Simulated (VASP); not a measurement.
Write the native input for VASP 6.6.1 that does the following.

```yaml
Task: relaxation of cell and atoms
Functional: PBE
Potentials_or_basis: VASP PAW PBE potentials, release 64 (In_d, B)
Cutoff: 500 eV
k_mesh: 6 × 6 × 6
Occupations: gaussian, width 0.1 eV
Spin: no spin polarisation
Dipole_correction: no
Further_INCAR_settings: ALGO = Normal; EDIFF = 1e-07; IBRION = 2; EDIFFG = -0.04; NSW = 90; ISIF = 3
```

The structure of InB3 lies in POSCAR:

```
InB3
1.0
    3.7204069000      0.0000000000      0.0000000000
    0.0000000000      3.7204069000      0.0000000000
    0.0000000000      0.0000000000      3.7204069000
In B
1 3
Direct
    0.0000000000      0.0000000000      0.0000000000
    0.0000000000      0.5000000000      0.5000000000
    0.5000000000      0.0000000000      0.5000000000
    0.5000000000      0.5000000000      0.0000000000
```

The cell was generated, and may not be a known phase.

The input as run:

INCAR

```
ALGO = Normal
EDIFF = 1E-7
EDIFFG = -0.04
ENCUT = 500
GGA = PE
GGA_COMPAT = False
IBRION = 2
ISIF = 3
ISMEAR = 0
LASPH = True
LCHARG = False
LREAL = False
LWAVE = False
NELM = 120
NELMIN = 4
NSW = 90
PREC = Accurate
SIGMA = 0.1
```

KPOINTS

```
k-points
0
Gamma
  6 6 6
```

Potentials or basis: VASP PAW PBE potentials, release 64 (In_d, B).

Launch:

```console
$ cat potpaw_PBE.64/In_d/POTCAR potpaw_PBE.64/B/POTCAR > POTCAR
$ mpirun -np 1 vasp_std > vasp.out
```

It gave:

```
Relaxed volume                        : 11.44 Å³/atom
Relaxed cell                          : a = 3.577 Å, b = 3.577 Å, c = 3.577 Å, α = 90.00°, β = 90.00°, γ = 90.00°
Space group after relaxing (to 0.1 Å) : Pm-3m (No. 221)
Energy gained by relaxing             : 53.0 meV/atom
Ionic steps                           : 3
Pressure after relaxing               : 0.0 GPa
Band gap on the k mesh                : zero (bands 11 and 12 overlap by 6.10 eV)
```

Caveat: spin-orbit coupling is left out, which moves the levels of the heavy elements.

It took 38 s on 1 thread of Intel Xeon 8259CL, on a shared host, peak memory 0.17 GiB.
